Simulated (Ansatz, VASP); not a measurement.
BaTe in VASP and in Ansatz

INCAR

```
ALGO = Normal
EDIFF = 1E-6
EDIFFG = -0.025
ENCUT = 600
GGA = PE
IBRION = 2
ISIF = 3
ISMEAR = 0
LASPH = True
LCHARG = False
LREAL = False
LWAVE = False
NELM = 80
NSW = 80
PREC = Accurate
SIGMA = 0.1
```

File KPOINTS:

```
k-points
0
Gamma
  4 4 2
```

The input POSCAR:

```
BaTe
1.0
   -0.0321515250      0.0588089552      4.3904339423
    4.8135174640      0.0422614417     -0.0350515956
    0.0731989642      8.1517395705      0.1110478888
Ba Te
2 2
Direct
    0.5070823702     -0.0164206019      0.3266400827
    0.5140426240      0.5077248012      0.8437289407
   -0.0091854772      0.5031182983      0.5038225737
   -0.0119395171      0.0055775025      0.9924750696
```

Input for Ansatz:

```yaml
crystal:
  lattice:
    - [-0.032151525, 0.0588089552, 4.3904339423]
    - [4.813517464, 0.0422614417, -0.0350515956]
    - [0.0731989642, 8.1517395705, 0.1110478888]
  atoms:
    - { symbol: Ba, position: [0.5070823702, -0.0164206019, 0.3266400827] }
    - { symbol: Ba, position: [0.514042624, 0.5077248012, 0.8437289407] }
    - { symbol: Te, position: [-0.0091854772, 0.5031182983, 0.5038225737] }
    - { symbol: Te, position: [-0.0119395171, 0.0055775025, 0.9924750696] }
basis:
  ecutwfc: 420
kpoints:
  mp_grid: { grid: [4, 4, 2] }
hamiltonian:
  xc: pbe
scf:
  occupations: { method: gaussian, width: 0.1 }
  lower_state_search: "off"
output:
  forces: true
  stress: true
  eigenvalues: true
relax:
  adjacent_minimum: "off"
  f_tol: 0.025
  max_steps: 60
  cell: { stress_tol: 0.25 }
```

Change from the starting cell: cell x2, atoms moved at random (sigma 0.1 Å) and cell strained at random (1.5 %), then relaxed without symmetry.

Alike in both runs: task relaxation of cell and atoms; functional PBE; k mesh 4 × 4 × 2; occupations gaussian, width 0.1 eV; no spin polarisation.

|  | VASP | Ansatz |
| --- | --- | --- |
| version | VASP 6.6.1 | Ansatz 0.2.0 |
| potentials or method | VASP PAW PBE potentials, release 64 (Ba_sv, Te), cutoff 600 eV | scalar-relativistic, plane waves, PAW |
| valence electrons in the cell | 32 | 52 |

```tsv
	VASP	Ansatz	Ansatz less VASP
gap on the k mesh at the Fermi level, each at its own relaxed structure (eV)	1.49	1.53	+0.034
relaxed volume (Å³/atom)	44.72	44.16	-0.557
relaxed cell length with the largest relative difference (Å)	8.348	8.296	-0.0513
```

VASP's potentials hold 32 valence electrons a cell and Ansatz's 52, so a difference there can come from the potentials and not from the codes.

Spin-orbit coupling is off throughout.
